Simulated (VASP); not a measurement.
# Be16H (a cell with a defect) in VASP: further runs, part 2 of 2

VASP 6.6.1. Earlier steps stand in the parts before.

## 3. Single point, PBE

INCAR

```
  PREC = Accurate
  ENCUT = 520
  EDIFF = 1E-6
  ISMEAR = -1
  SIGMA = 0.15
  LREAL = Auto
  LASPH = True
  NELM = 60
  ALGO = Normal
  ISIF = 2
  LWAVE = False
  LCHARG = False
  GGA = PE
  NBANDS = 30
```

KPOINTS

```
Automatic mesh
0
Gamma
  4 4 3
```

POSCAR

```
Be16H
1.0
   -2.2900000000     -3.9663960000      0.0000000000
    3.4350000000     -1.9831980000      0.0000000000
    0.0000000000      0.0000000000      7.1768600000
Be H
16 1
Direct
    0.7513131181      0.4997153029     -0.0014364686
    0.5007823731      0.3322551776      0.2452706062
    0.7727369686      0.5136670647      0.4995842589
    0.5009314680      0.3327598015      0.7549314302
    0.5008263238     -0.0030018254     -0.0021075252
    0.2492224069      0.8332676859      0.2465626230
    0.5008492927     -0.0337214198      0.4986876454
    0.2508479480      0.8335228149      0.7477487974
    0.2502690332      0.4998381241     -0.0014533017
    0.0007631531      0.3341763376      0.2460247635
    0.2288174509      0.5135972102      0.4995925084
    0.0008701790      0.3338563659      0.7493438523
    0.0008064426      0.0007840247     -0.0028559675
    0.7523818414      0.8333231201      0.2465590347
    0.0008204466      0.0116023474      0.4971202028
    0.7510420082      0.8334727181      0.7477403547
    0.5007852158      0.3308057396      0.4718150354
```

Potentials or basis: VASP PAW PBE potentials, release 64 (Be, H).

Launch:

```bash
> cat potpaw_PBE.64/Be/POTCAR potpaw_PBE.64/H/POTCAR > POTCAR
> mpirun -np 1 vasp_std > vasp.out
```

OUTCAR:

```text
PREC = Accurate
   ENCUT = 520
   EDIFF = 1E-6
   ISMEAR = -1
   LREAL = Auto
   LASPH = True
   NELM = 60
   ISIF = 2
   GGA = PE

 ion  position               nearest neighbor table
   1  0.751  0.500  0.999-   4 2.19  10 2.21   2 2.21  14 2.22  12 2.22  16 2.23   5 2.28  13 2.29
                             9 2.29  13 2.29   9 2.29   5 2.30
   2  0.501  0.332  0.245-  17 1.63   1 2.21   9 2.21   5 2.22  10 2.29  14 2.29  10 2.29   6 2.29
                             6 2.30  14 2.30  11 2.32   3 2.32   7 2.33
   3  0.773  0.514  0.500-  17 1.46  11 2.09   7 2.18  16 2.19  12 2.19  10 2.22  14 2.22  15 2.23
                            15 2.25   2 2.32   4 2.33
   4  0.501  0.333  0.755-   1 2.19   9 2.19   5 2.19   8 2.29  16 2.29  12 2.29  12 2.29  16 2.29
                             8 2.29   3 2.33  11 2.33   7 2.34
   5  0.501  0.997  0.998-   4 2.19   2 2.22  14 2.22   6 2.22   8 2.23  16 2.23   9 2.28   1 2.28
                            13 2.29  13 2.29   1 2.30   9 2.30
   6  0.249  0.833  0.247-   7 2.21  11 2.22   9 2.22   5 2.22  13 2.22  15 2.24  14 2.28  10 2.28
                            10 2.29   2 2.29   2 2.30  14 2.30
   7  0.501  0.966  0.499-  17 1.46   3 2.18  11 2.19   8 2.19  16 2.19  14 2.21   6 2.21  15 2.30
                            15 2.30   2 2.33   4 2.34
   8  0.251  0.834  0.748-   7 2.19  11 2.19   5 2.23  13 2.23   9 2.23  15 2.25   4 2.29  12 2.29
                            16 2.29  16 2.29  12 2.29   4 2.29
   9  0.250  0.500  0.999-   4 2.19  10 2.21   2 2.21   6 2.22  12 2.22   8 2.23   5 2.28   1 2.29
                            13 2.29  13 2.29   1 2.29   5 2.30
  10  0.001  0.334  0.246-  15 2.21   1 2.21   9 2.21   3 2.22  11 2.22  13 2.22   6 2.28  14 2.28
                            14 2.29   6 2.29   2 2.29   2 2.29
  11  0.229  0.514  0.500-  17 1.45   3 2.09   7 2.19   8 2.19  12 2.19  10 2.22   6 2.22  15 2.23
                            15 2.25   2 2.32   4 2.33
  12  0.001  0.334  0.749-  11 2.19   3 2.19  13 2.22  15 2.22   9 2.22   1 2.22  16 2.29   8 2.29
                             4 2.29   4 2.29  16 2.29   8 2.29
  13  0.001  0.001  0.997-  12 2.22  10 2.22  14 2.22   6 2.22  16 2.23   8 2.23   1 2.29   9 2.29
                             5 2.29   5 2.29   9 2.29   1 2.29
  14  0.752  0.833  0.247-   7 2.21   3 2.22   1 2.22   5 2.22  13 2.22  15 2.24   6 2.28  10 2.28
                            10 2.29   2 2.29   2 2.30   6 2.30
  15  0.001  0.012  0.497-  10 2.21  12 2.22   3 2.23  11 2.23   6 2.24  14 2.24  16 2.25   8 2.25
                            11 2.25   3 2.25   7 2.30   7 2.30
  16  0.751  0.833  0.748-   7 2.19   3 2.19  13 2.23   5 2.23   1 2.23  15 2.25  12 2.29   4 2.29
                             8 2.29   8 2.29  12 2.29   4 2.29
  17  0.501  0.331  0.472-  11 1.45   3 1.46   7 1.46   2 1.63

  LATTYP: Found a simple orthorhombic cell.
 ALAT       =     3.9663962620
 B/A-ratio  =     1.1547004875
 C/A-ratio  =     1.8094157835

  Lattice vectors:

 A1 = (  -3.4350000000,   1.9831980000,   0.0000000000)
 A2 = (  -2.2900000000,  -3.9663960000,   0.0000000000)
 A3 = (   0.0000000000,   0.0000000000,   7.1768600000)

Analysis of symmetry for initial positions (statically):
=====================================================================
 Subroutine PRICEL returns:
 Original cell was already a primitive cell.

 Routine SETGRP: Setting up the symmetry group for a
 simple orthorhombic supercell.

 Subroutine GETGRP returns: Found  1 space group operations
 (whereof  1 operations were pure point group operations)
 out of a pool of  8 trial point group operations.

The static configuration has the point symmetry C_1 .

[... 125 lines left out ...]
   number of dos      NEDOS =    301   number of ions     NIONS =     17
   total plane-waves  NPLWV =  58320
   dimension x,y,z NGX =    36 NGY =   30 NGZ =   54
   dimension x,y,z NGXF=    72 NGYF=   60 NGZF=  108
   ions per type =              16   1
   NGX,Y,Z   is equivalent  to a cutoff of  13.07, 12.57, 12.51 a.u.
   NGXF,Y,Z  is equivalent  to a cutoff of  26.13, 25.15, 25.02 a.u.
 SYSTEM =  unknown system
   PREC   = accura    normal or accurate (medium, high low for compatibility)
   ISTART =      0    job   : 0-new  1-cont  2-samecut
   ICHARG =      2    charge: 1-file 2-atom 10-const
   ISPIN  =      1    spin polarized calculation?
   LNONCOLLINEAR =      F non collinear calculations
   LSORBIT =      F    spin-orbit coupling
   LASPH  =      T    aspherical Exc in radial PAW
   ENCUT  =  520.0 eV  38.22 Ry    6.18 a.u.   8.52  7.37 13.34*2*pi/ulx,y,z
   NELM   =     60;   NELMIN=  2; NELMDL= -5     # of ELM steps
   EDIFF  = 0.1E-05   stopping-criterion for ELM
   LREAL  =      T    real-space projection
   EDIFFG = 0.1E-04   stopping-criterion for IOM
   NSW    =      0    number of steps for IOM
   IBRION =     -1    ionic relax: 0-MD 1-quasi-New 2-CG
   NFREE  =      0    steps in history (QN), initial steepest desc. (CG)
   ISIF   =      2    stress and relaxation
   ISYM   =      2    0-nonsym 1-usesym 2-fastsym
   POTIM  = 0.5000    time-step for ionic-motion
   TEBEG  =    0.0;   TEEND  =   0.0 temperature during run
   PSTRESS=    0.0 pullay stress
   NELECT =      33.0000    total number of electrons
   NUPDOWN=      -1.0000    fix difference up-down
   EMIN   =  10.00;   EMAX   =-10.00  energy-range for DOS
   EFERMI =   0.00;   METHOD = LEGACY
   ISMEAR =    -1;   SIGMA  =   0.15  broadening in eV -4-tet -1-fermi 0-gaus
   EFERMI_NEDOS =   21; number of points for ismear=-14 and -15
   IALGO  =     38    algorithm
   IMIX   =      4    mixing-type and parameters
     AMIX     =   0.40;   BMIX     =  1.00
     AMIX_MAG =   1.60;   BMIX_MAG =  1.00
  volume/ion in A,a.u.               =       7.67        51.75
  Fermi-wavevector in a.u.,A,eV,Ry     =   1.035573  1.956950 14.591049  1.072412
  Thomas-Fermi vector in A             =   2.169923
   LORBIT       =      0    0 simple, 1 ext, 2 COOP (PROOUT), +10 PAW based schemes
   GGA     = PE    functional components
   LHFCALC =     F    Hartree Fock is set to
   AEXX    =    0.0000 exact exchange contribution
   IVDW    =     0    specifies the selected vdW correction
   LEPSILON=     F    determine dielectric tensor
   LRPA    =     F    only Hartree local field effects (RPA)
 non-spin polarized calculation
  energy-cutoff  :      520.00
  volume of cell :      130.38
 maximum number of plane-waves:      3529
 NGX is ok and might be reduce to    36
   NGX = 17   NGY = 15   NGZ = 27

 number of electron      33.0000000 magnetization

 Free energy of the ion-electron system (eV)
  ---------------------------------------------------
  ext. energy  EPLUGINS =         0.00000000
  ---------------------------------------------------
  free energy    TOTEN  =       -61.96253348 eV

  energy without entropy =      -61.82740133  energy(sigma->0) =      -61.89496741

 E-fermi :   7.4054     XC(G=0): -10.5783

 val. band max:        7.3945173075   @ k =   0.5000   0.0000   0.0000
 cond. band min:       7.4638288399   @ k =   0.5000   0.2500   0.0000
 fundamental gap:      0.0693115324
 Fermi energy:         7.4054154742

 k-point     1 :       0.0000    0.0000    0.0000
  band No.  band energies     occupation
      1      -5.1283      2.00000
      2      -2.9514      2.00000
      3      -2.1803      2.00000
      4      -0.3015      2.00000
      5       0.9674      2.00000
      6       1.5458      2.00000
[... 733 lines left out ...]
     27      12.9771      0.00000
     28      13.2947      0.00000

 [... further k-points ...]

 [bands above 28 left out]

------------------------ aborting loop because EDIFF is reached ----------------------------------------

  FORCE on cell =-STRESS in cart. coord.  units (eV):
  Direction    XX          YY          ZZ          XY          YZ          ZX
  --------------------------------------------------------------------------------------
  -------------------------------------------------------------------------------------
  Total        0.4343651      0.4665938      1.4352521      0.0232802      0.0000040      0.0002770
  in kB        5.3378879      5.7339448     17.6377330      0.2860892      0.0000497      0.0034044
  external PRESSURE =       9.5698552 kB  Pullay stress =       0.0000000 kB

 VOLUME and BASIS-vectors are now :
 -----------------------------------------------------------------------------
  energy-cutoff  :      520.00
  volume of cell :      130.38
      direct lattice vectors                 reciprocal lattice vectors
    -2.290000000 -3.966396000  0.000000000    -0.109170306 -0.189088533  0.000000000
     3.435000000 -1.983198000  0.000000000     0.218340611 -0.126059022  0.000000000
     0.000000000  0.000000000  7.176860000     0.000000000  0.000000000  0.139336702

 POSITION                                       TOTAL-FORCE (eV/Angst)
 -----------------------------------------------------------------------------------
     -0.00398     -3.97104      7.16655         0.000630     -0.001627      0.006212
     -0.00550     -2.64523      1.76027         0.002044     -0.001413     -0.001358
     -0.00512     -4.08368      3.58545        -0.000514     -0.002560      0.001857
     -0.00410     -2.64682      5.41804        -0.000637      0.003323     -0.002537
      2.27780     -3.96372      7.16173         0.001074     -0.000353      0.003930
      2.29156     -2.64105      1.76955         0.005032      0.002275      0.001065
[... 9 lines left out ...]
      1.14309     -4.63187      5.36643         0.000855      0.001319     -0.004158
     -0.01048     -2.64237      3.38615        -0.000847     -0.000516     -0.012380
 -----------------------------------------------------------------------------------
    total drift:                                0.000353      0.001545     -0.000122

  FREE ENERGIE OF THE ION-ELECTRON SYSTEM (eV)
  ---------------------------------------------------
  free  energy   TOTEN  =       -61.9625334806 eV

  energy  without entropy=      -61.8274013327  energy(sigma->0) =      -61.89496741
```

Wall time 5.1 min (1 thread of AMD EPYC 7R13, shared host); peak memory 0.22 GiB.

What came out:

```
Free energy            : -61.9625 eV
Pressure               : 1.0 GPa
Largest force          : 0.012 eV/Å
Band gap on the k mesh : zero (an odd number of electrons rules out a gap without spin polarisation)
```

Forces in eV/Å, atoms in the order of the input:
```
Be   0.001 -0.002  0.006
Be   0.002 -0.001 -0.001
Be  -0.001 -0.003  0.002
Be  -0.001  0.003 -0.003
Be   0.001  0.000  0.004
Be   0.005  0.002  0.001
Be  -0.002  0.002  0.004
Be   0.001  0.003 -0.005
Be  -0.003  0.000  0.006
Be  -0.001 -0.002  0.000
Be   0.004 -0.002  0.002
Be   0.003 -0.001 -0.002
Be  -0.010  0.004 -0.003
Be  -0.001 -0.005  0.000
Be   0.001 -0.001  0.004
Be   0.001  0.001 -0.004
H   -0.001 -0.001 -0.012
```

Levels at points of the mesh, in eV from the Fermi level:
```csv
k point,band 14,band 15,band 16,band 17,band 18,band 19
"(0.00, 0.00, 0.00)",-3.73,-0.84,0.14,0.38,0.52,0.84
"(0.50, 0.00, 0.00)",-2.43,-2.38,-2.36,-0.35,-0.01,0.37
"(0.00, 0.50, 0.00)",-3.70,-2.71,-2.56,-0.15,0.63,0.64
"(0.50, 0.50, 0.00)",-1.05,-0.96,-0.83,-0.46,0.36,0.52
```

Caveat: the k points lie up to 0.40 Å⁻¹ apart, too coarse for converged energies and pressures of a metal.

## 4. Single point, PBE

INCAR

```
PREC = Accurate
ENCUT = 520
EDIFF = 1E-6
ISMEAR = -1
SIGMA = 0.15
LREAL = Auto
LASPH = T
NELM = 80
ALGO = Normal
ISIF = 2
LWAVE = F
LCHARG = F
GGA = PE
NBANDS = 30
```

KPOINTS

```
regular mesh
0
Gamma
  4 4 3
```

POSCAR

```
Be16H
1.0
   -2.2900000000     -3.9663960000      0.0000000000
    3.4350000000     -1.9831980000      0.0000000000
    0.0000000000      0.0000000000      7.1768600000
Be H
16 1
Direct
    0.7503328921      0.5000845191     -0.0048204925
    0.4784891257      0.3192387476      0.2506171223
    0.7502332038      0.5007866191      0.5050138919
    0.4997018127      0.3330629261      0.7516062735
    0.5001673916     -0.0007437186      0.0025987688
    0.2502658134      0.8212738611      0.2532381849
    0.4986561513     -0.0003841088      0.5037069136
    0.2502600335      0.8322470092      0.7531133393
    0.2502930588      0.4988824176      0.0009137701
    0.0219792823      0.3191957952      0.2506417848
    0.2502274404      0.4987766633      0.5041972395
    0.0008159536      0.3331163126      0.7515842583
    0.0005052319     -0.0006922908      0.0026047603
    0.7503103539      0.8664071937      0.2516023721
    0.0018236990     -0.0003769227      0.5037142985
    0.7502746713      0.8358815130      0.7523111779
    0.7502039409      0.5019912735      0.2790625705
```

Launch:

```bash
> cat potpaw_PBE.64/Be/POTCAR potpaw_PBE.64/H/POTCAR > POTCAR
> mpirun -np 1 vasp_std > vasp.out
```

Wall time 5.2 min (1 thread of AMD EPYC 7R13, shared host); peak memory 0.22 GiB.

It converged, with:

- Free energy: -61.9626 eV
- Pressure: 1.0 GPa
- Largest force: 0.012 eV/Å
- Band gap on the k mesh: zero (an odd number of electrons rules out a gap without spin polarisation)

Forces on the atoms (eV/Å):
```
Be   0.002  0.001  0.004
Be   0.002  0.011 -0.002
Be  -0.005  0.003  0.003
Be   0.001 -0.002 -0.003
Be   0.001 -0.003  0.000
Be  -0.001  0.000 -0.009
Be   0.000  0.005  0.000
Be   0.004 -0.003  0.005
Be   0.001  0.000  0.001
Be  -0.006 -0.010 -0.003
Be  -0.002  0.000  0.001
Be   0.000  0.000 -0.001
Be   0.003  0.004  0.000
Be   0.003  0.000 -0.007
Be  -0.005 -0.003  0.001
Be   0.001 -0.001  0.001
H    0.002 -0.003  0.009
```

Stress tensor (GPa, compression positive):
```
0.54 0.02 0.00
0.02 0.56 0.00
0.00 0.00 1.78
```

Levels at points of the mesh, in eV from the Fermi level:
```tsv
k point	band 13	band 14	band 15	band 16	band 17	band 18	band 19	band 20
(0.00, 0.00, 0.00)	-4.05	-3.73	-0.84	0.14	0.38	0.52	0.84	0.98
(0.50, 0.00, 0.00)	-2.44	-2.43	-2.38	-2.36	-0.36	-0.01	0.38	0.47
(0.00, 0.50, 0.00)	-3.79	-3.70	-2.71	-2.56	-0.15	0.63	0.64	0.77
(0.50, 0.50, 0.00)	-1.30	-1.05	-0.96	-0.83	-0.46	0.36	0.52	0.58
```

Caveat: the k points lie up to 0.40 Å⁻¹ apart, too coarse for converged energies and pressures of a metal.

The gap in the log of VASP goes by the Fermi energy; the results here count the filled bands.